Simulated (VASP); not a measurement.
# ZrH2 (P4_2/mnm) in VASP: a series of runs

ZrH2 is run at these levels: LDA; tasks: single point, relaxation of cell and atoms.

Program: VASP 6.6.1. These are calculated values, not measurements. Logs are shortened: lines on timing, memory, paths and dates and some standing lists are left out, and cuts for length are marked.

### Step 1. The cell of the first run

It takes space group P4_2/mnm (No. 136, tetragonal). The conventional cell has a = 4.030 Å, b = 4.030 Å, c = 3.513 Å, α = 90.00°, β = 90.00°, γ = 90.00°. Within 2.6 Å of Zr (site symmetry mmm) lie 6 H at 1.93 to 1.98 Å. Within 2.4 Å of H (site symmetry m2m) lie 1 H at 1.83 Å and 3 Zr at 1.93 to 1.98 Å.

### Step 2. Single point, LDA

Contents of INCAR:

```
PREC = Accurate
ENCUT = 520
EDIFF = 1E-6
ISMEAR = -1
SIGMA = 0.1
LREAL = False
LASPH = True
NELM = 80
ALGO = Normal
ISIF = 2
LWAVE = False
LCHARG = False
GGA = CA
NBANDS = 23
```

Contents of KPOINTS:

```
regular mesh
0
Gamma
  10 10 15
```

Contents of POSCAR:

```
ZrH2
1.0
    4.0301595041      0.0000000000      0.0000000000
    0.0000000000      4.0301595041      0.0000000000
    0.0000000000      0.0000000000      3.5132146645
Zr H
2 4
Direct
    0.0000000000      0.0000000000      0.0000000000
    0.5000000000      0.5000000000      0.5000000000
    0.3390902770      0.3390902770      0.0000000000
    0.1609097230      0.8390902770      0.5000000000
    0.6609097230      0.6609097230      0.0000000000
    0.8390902770      0.1609097230      0.5000000000
```

Potentials or basis: VASP PAW LDA potentials, release 64 (Zr_sv, H).

On the command line:

```sh
$ cat potpaw_LDA.64/Zr_sv/POTCAR potpaw_LDA.64/H/POTCAR > POTCAR
$ mpirun -np 1 vasp_std > vasp.out
```

OUTCAR:

```text
PREC = Accurate
   ENCUT = 520
   EDIFF = 1E-6
   ISMEAR = -1
   LREAL = False
   LASPH = True
   NELM = 80
   ISIF = 2
   GGA = CA

 ion  position               nearest neighbor table
   1  0.000  0.000  0.000-   3 1.93   5 1.93   4 1.98   6 1.98   4 1.98   6 1.98   2 3.35   2 3.35
                             2 3.35   2 3.35   2 3.35   2 3.35   2 3.35   2 3.35
   2  0.500  0.500  0.500-   4 1.93   6 1.93   5 1.98   3 1.98   3 1.98   5 1.98   1 3.35   1 3.35
                             1 3.35   1 3.35   1 3.35   1 3.35   1 3.35   1 3.35
   3  0.339  0.339  0.000-   1 1.93   2 1.98   2 1.98
   4  0.161  0.839  0.500-   2 1.93   1 1.98   1 1.98
   5  0.661  0.661  0.000-   1 1.93   2 1.98   2 1.98
   6  0.839  0.161  0.500-   2 1.93   1 1.98   1 1.98

  LATTYP: Found a simple tetragonal cell.
 ALAT       =     4.0301595041
 C/A-ratio  =     0.8717309230

  Lattice vectors:

 A1 = (   4.0301595041,   0.0000000000,   0.0000000000)
 A2 = (   0.0000000000,   4.0301595041,   0.0000000000)
 A3 = (   0.0000000000,   0.0000000000,   3.5132146645)

Analysis of symmetry for initial positions (statically):
=====================================================================
 Subroutine PRICEL returns:
 Original cell was already a primitive cell.

 Routine SETGRP: Setting up the symmetry group for a
 simple tetragonal supercell.

 Subroutine GETGRP returns: Found 16 space group operations
 (whereof  8 operations were pure point group operations)
 out of a pool of 16 trial point group operations.

The static configuration has the point symmetry D_2h.
 The point group associated with its full space group is D_4h.

Analysis of symmetry for dynamics (positions and initial velocities):
=====================================================================
 Subroutine PRICEL returns:
 Original cell was already a primitive cell.

 Routine SETGRP: Setting up the symmetry group for a
 simple tetragonal supercell.

 Subroutine GETGRP returns: Found 16 space group operations
 (whereof  8 operations were pure point group operations)
 out of a pool of 16 trial point group operations.

The dynamic configuration has the point symmetry D_2h.
 The point group associated with its full space group is D_4h.

 Subroutine INISYM returns: Found 16 space group operations
 (whereof  8 operations are pure point group operations),
 and found     1 'primitive' translations

----------------------------------------------------------------------------------------

                                     Primitive cell

  volume of cell :      57.0623

  direct lattice vectors                    reciprocal lattice vectors
     4.030159504  0.000000000  0.000000000     0.248129137  0.000000000  0.000000000
     0.000000000  4.030159504  0.000000000     0.000000000  0.248129137  0.000000000
     0.000000000  0.000000000  3.513214664     0.000000000  0.000000000  0.284639595

  length of vectors
     4.030159504  4.030159504  3.513214664     0.248129137  0.248129137  0.284639595

  position of ions in fractional coordinates (direct lattice)
     0.000000000  0.000000000  0.000000000
     0.500000000  0.500000000  0.500000000
     0.339090277  0.339090277  0.000000000
     0.160909723  0.839090277  0.500000000
     0.660909723  0.660909723  0.000000000
     0.839090277  0.160909723  0.500000000

  ion indices of the primitive-cell ions
   primitive index   ion index
                 1           1
                 2           2
                 3           3
                 4           4
                 5           5
                 6           6

----------------------------------------------------------------------------------------

 KPOINTS: regular mesh

Automatic generation of k-mesh.
 Grid dimensions read from file:
 generate k-points for:   10   10   15

 Generating k-lattice:

  Cartesian coordinates                     Fractional coordinates (reciprocal lattice)
     0.024812914  0.000000000  0.000000000     0.100000000  0.000000000  0.000000000
     0.000000000  0.024812914  0.000000000     0.000000000  0.100000000  0.000000000
     0.000000000  0.000000000  0.018975973     0.000000000  0.000000000  0.066666667

  Length of vectors
     0.024812914  0.024812914  0.018975973

  Shift w.r.t. Gamma in fractional coordinates (k-lattice)
     0.000000000  0.000000000  0.000000000

 Subroutine IBZKPT returns following result:
 ===========================================

 Found    168 irreducible k-points:

 Following reciprocal coordinates:
            Coordinates               Weight
  0.000000  0.000000  0.000000      1.000000
  0.100000  0.000000  0.000000      4.000000
  0.200000  0.000000  0.000000      4.000000
  0.300000  0.000000  0.000000      4.000000
  0.400000  0.000000  0.000000      4.000000
  0.500000  0.000000  0.000000      2.000000
[... 16 lines left out ...]
  0.100000  0.000000  0.066667      8.000000
  0.200000  0.000000  0.066667      8.000000
 [... further k-points ...]
   k-points           NKPTS =    168   k-points in BZ     NKDIM =    168   number of bands    NBANDS=     23
   number of dos      NEDOS =    301   number of ions     NIONS =      6
   total plane-waves  NPLWV =  25200
   dimension x,y,z NGX =    30 NGY =   30 NGZ =   28
   dimension x,y,z NGXF=    60 NGYF=   60 NGZF=   56
   ions per type =               2   4
   NGX,Y,Z   is equivalent  to a cutoff of  12.38, 12.38, 13.25 a.u.
   NGXF,Y,Z  is equivalent  to a cutoff of  24.75, 24.75, 26.50 a.u.
 SYSTEM =  unknown system
   PREC   = accura    normal or accurate (medium, high low for compatibility)
   ISTART =      0    job   : 0-new  1-cont  2-samecut
   ICHARG =      2    charge: 1-file 2-atom 10-const
   ISPIN  =      1    spin polarized calculation?
   LNONCOLLINEAR =      F non collinear calculations
   LSORBIT =      F    spin-orbit coupling
   LASPH  =      T    aspherical Exc in radial PAW
   ENCUT  =  520.0 eV  38.22 Ry    6.18 a.u.   7.49  7.49  6.53*2*pi/ulx,y,z
   NELM   =     80;   NELMIN=  2; NELMDL= -5     # of ELM steps
   EDIFF  = 0.1E-05   stopping-criterion for ELM
   LREAL  =      F    real-space projection
   EDIFFG = 0.1E-04   stopping-criterion for IOM
   NSW    =      0    number of steps for IOM
   IBRION =     -1    ionic relax: 0-MD 1-quasi-New 2-CG
   NFREE  =      0    steps in history (QN), initial steepest desc. (CG)
   ISIF   =      2    stress and relaxation
   ISYM   =      2    0-nonsym 1-usesym 2-fastsym
   POTIM  = 0.5000    time-step for ionic-motion
   TEBEG  =    0.0;   TEEND  =   0.0 temperature during run
   PSTRESS=    0.0 pullay stress
   NELECT =      28.0000    total number of electrons
   NUPDOWN=      -1.0000    fix difference up-down
   EMIN   =  10.00;   EMAX   =-10.00  energy-range for DOS
   EFERMI =   0.00;   METHOD = LEGACY
   ISMEAR =    -1;   SIGMA  =   0.10  broadening in eV -4-tet -1-fermi 0-gaus
   EFERMI_NEDOS =   21; number of points for ismear=-14 and -15
   IALGO  =     38    algorithm
   IMIX   =      4    mixing-type and parameters
     AMIX     =   0.40;   BMIX     =  1.00
     AMIX_MAG =   1.60;   BMIX_MAG =  1.00
  volume/ion in A,a.u.               =       9.51        64.18
  Fermi-wavevector in a.u.,A,eV,Ry     =   1.291252  2.440113 22.685437  1.667333
  Thomas-Fermi vector in A             =   2.423034
   LORBIT       =      0    0 simple, 1 ext, 2 COOP (PROOUT), +10 PAW based schemes
   GGA     = CA    functional components
   LHFCALC =     F    Hartree Fock is set to
   AEXX    =    0.0000 exact exchange contribution
   IVDW    =     0    specifies the selected vdW correction
   LEPSILON=     F    determine dielectric tensor
   LRPA    =     F    only Hartree local field effects (RPA)
 non-spin polarized calculation
  energy-cutoff  :      520.00
  volume of cell :       57.06
 maximum number of plane-waves:      1564
 NGX is ok and might be reduce to    30
   NGX = 15   NGY = 15   NGZ = 13

 number of electron      28.0000004 magnetization

 Free energy of the ion-electron system (eV)
  ---------------------------------------------------
  ext. energy  EPLUGINS =         0.00000000
  ---------------------------------------------------
  free energy    TOTEN  =       -35.14925524 eV

  energy without entropy =      -35.11096846  energy(sigma->0) =      -35.13011185

 E-fermi :   7.6991     XC(G=0): -11.2217

 val. band max:        7.6930930242   @ k =   0.2000   0.0000   0.2000
 cond. band min:       7.7234195266   @ k =   0.3000   0.2000   0.0000
 fundamental gap:      0.0303265024
 Fermi energy:         7.6991194152

 k-point     1 :       0.0000    0.0000    0.0000
  band No.  band energies     occupation
      1     -41.0489      2.00000
      2     -40.9225      2.00000
      3     -19.4533      2.00000
      4     -19.4533      2.00000
      5     -19.2695      2.00000
      6     -18.9801      2.00000
[... 15 lines left out ...]
     22      14.3559      0.00000
     23      14.9312      0.00000

 k-point     2 :       0.1000    0.0000    0.0000
  band No.  band energies     occupation
      1     -41.0456      2.00000
      2     -40.9254      2.00000
      3     -19.4478      2.00000
      4     -19.4414      2.00000
      5     -19.2622      2.00000
      6     -18.9920      2.00000
[... 15 lines left out ...]
     22      14.8403      0.00000
     23      14.8742      0.00000

 k-point     3 :       0.2000    0.0000    0.0000
  band No.  band energies     occupation
      1     -41.0360      2.00000
      2     -40.9338      2.00000
      3     -19.4301      2.00000
      4     -19.4071      2.00000
      5     -19.2412      2.00000
      6     -19.0436      2.00000
[... 15 lines left out ...]
     22      14.8587      0.00000
     23      16.0206      0.00000
[... 495 lines left out ...]
 k-point    23 :       0.1000    0.0000    0.0667
  band No.  band energies     occupation
      1     -41.0434      2.00000
      2     -40.9258      2.00000
      3     -19.4436      2.00000
      4     -19.4352      2.00000
      5     -19.2722      2.00000
      6     -19.0215      2.00000
[... 15 lines left out ...]
     22      14.5307      0.00000
     23      15.0604      0.00000

 k-point    24 :       0.2000    0.0000    0.0667
  band No.  band energies     occupation
      1     -41.0341      2.00000
      2     -40.9340      2.00000
      3     -19.4317      2.00000
      4     -19.4017      2.00000
      5     -19.2464      2.00000
      6     -19.0754      2.00000
[... 15 lines left out ...]
     22      15.0300      0.00000
     23      15.6437      0.00000

 [... further k-points ...]

------------------------ aborting loop because EDIFF is reached ----------------------------------------

  FORCE on cell =-STRESS in cart. coord.  units (eV):
  Direction    XX          YY          ZZ          XY          YZ          ZX
  --------------------------------------------------------------------------------------
  -------------------------------------------------------------------------------------
  Total        0.0220888      0.0220888      0.1007877      0.0000000      0.0000000      0.0000000
  in kB        0.6202022      0.6202022      2.8298871      0.0000000      0.0000000      0.0000000
  external PRESSURE =       1.3567639 kB  Pullay stress =       0.0000000 kB

 VOLUME and BASIS-vectors are now :
 -----------------------------------------------------------------------------
  energy-cutoff  :      520.00
  volume of cell :       57.06
      direct lattice vectors                 reciprocal lattice vectors
     4.030159504  0.000000000  0.000000000     0.248129137  0.000000000  0.000000000
     0.000000000  4.030159504  0.000000000     0.000000000  0.248129137  0.000000000
     0.000000000  0.000000000  3.513214664     0.000000000  0.000000000  0.284639595

 POSITION                                       TOTAL-FORCE (eV/Angst)
 -----------------------------------------------------------------------------------
      0.00000      0.00000      0.00000        -0.000000     -0.000000      0.000000
      2.01508      2.01508      1.75661        -0.000000     -0.000000      0.000000
      1.36659      1.36659      0.00000         0.001670      0.001670      0.000000
      0.64849      3.38167      1.75661        -0.001670      0.001670      0.000000
      2.66357      2.66357      0.00000        -0.001670     -0.001670     -0.000000
      3.38167      0.64849      1.75661         0.001670     -0.001670     -0.000000
 -----------------------------------------------------------------------------------
    total drift:                                0.000000      0.000000      0.000000

  FREE ENERGIE OF THE ION-ELECTRON SYSTEM (eV)
  ---------------------------------------------------
  free  energy   TOTEN  =       -35.1492552414 eV

  energy  without entropy=      -35.1109684553  energy(sigma->0) =      -35.13011185
```

Wall time 96 s (1 thread of Intel Xeon 6975P-C (Granite Rapids), shared host); peak memory 0.27 GiB.

What came out:

```yaml
Free_energy: -35.1493 eV
Pressure: 0.1 GPa
Band_gap_on_the_k_mesh: zero (bands 14 and 15 overlap by 0.47 eV)
```

Forces in eV/Å, atoms in the order of the input:
```
Zr   0.000  0.000  0.000
Zr   0.000  0.000  0.000
H    0.002  0.002  0.000
H   -0.002  0.002  0.000
H   -0.002 -0.002  0.000
H    0.002 -0.002  0.000
```

### Step 3. Relaxation of cell and atoms, LDA

Contents of INCAR:

```
PREC     = Accurate       # precision mode
ENCUT    = 600            # plane-wave cutoff, eV
EDIFF    = 1E-6           # SCF threshold, eV
ISMEAR   = -1             # smearing method
SIGMA    = 0.1            # smearing width, eV
LREAL    = F              # projectors in reciprocal space
LASPH    = T              # aspherical terms in the spheres
NELM     = 60             # most SCF steps
ALGO     = Normal         # electronic algorithm
ISIF     = 3              # what is computed and relaxed
LWAVE    = F              # write WAVECAR
LCHARG   = F              # write CHGCAR
IBRION   = 2              # ionic algorithm
NSW      = 80             # ionic steps
EDIFFG   = -0.01          # ionic threshold
```

Contents of KPOINTS:

```
Automatic mesh
0
Gamma
  11 11 12
```

POSCAR is that of step 2.

Potentials or basis: VASP PAW LDA potentials, release 64 (Zr_sv, H).

On the command line:

```sh
$ cat potpaw_LDA.64/Zr_sv/POTCAR potpaw_LDA.64/H/POTCAR > POTCAR
$ mpirun -np 1 vasp_std > vasp.out
```

It took 1.8 min on 1 thread of Intel Xeon 6975P-C (Granite Rapids), shared host; peak memory 0.28 GiB.

It converged, with:

| Property | Result |
| --- | --- |
| Free energy | -35.1516 eV |
| Relaxed volume | 9.53 Å³/atom |
| Relaxed cell | a = 4.032 Å, b = 4.032 Å, c = 3.517 Å, α = 90.00°, β = 90.00°, γ = 90.00° |
| Space group after relaxing (to 0.1 Å) | P4_2/mnm (No. 136) |
| Energy gained by relaxing | 0.0 meV/atom |
| Ionic steps | 2 |
| Pressure after relaxing | 0.0 GPa |
| Largest force after relaxing | 0.004 eV/Å |
| Band gap on the k mesh | zero (bands 14 and 15 overlap by 0.60 eV) |

Forces on the atoms (eV/Å):
```
Zr   0.000  0.000  0.000
Zr   0.000  0.000  0.000
H    0.003  0.003  0.000
H   -0.003  0.003  0.000
H   -0.003 -0.003  0.000
H    0.003 -0.003  0.000
```

Final structure:
```
CELL_PARAMETERS angstrom
4.03210 0.00000 0.00000
0.00000 4.03210 0.00000
0.00000 0.00000 3.51719
ATOMIC_POSITIONS crystal
Zr 0.00000 0.00000 0.00000
Zr 0.50000 0.50000 0.50000
H 0.33912 0.33912 0.00000
H 0.16088 0.83912 0.50000
H 0.66088 0.66088 0.00000
H 0.83912 0.16088 0.50000
```

Levels at points of the mesh, in eV from the Fermi level:
```tsv
k point	band 12	band 13	band 14	band 15	band 16	band 17
(0.00, 0.00, 0.00)	-1.60	-1.60	-0.90	0.47	0.60	0.60
(0.00, 0.00, 0.50)	-4.04	-0.40	-0.40	-0.03	-0.03	0.87
```

The gap in the log of VASP goes by the Fermi energy; the results here count the filled bands.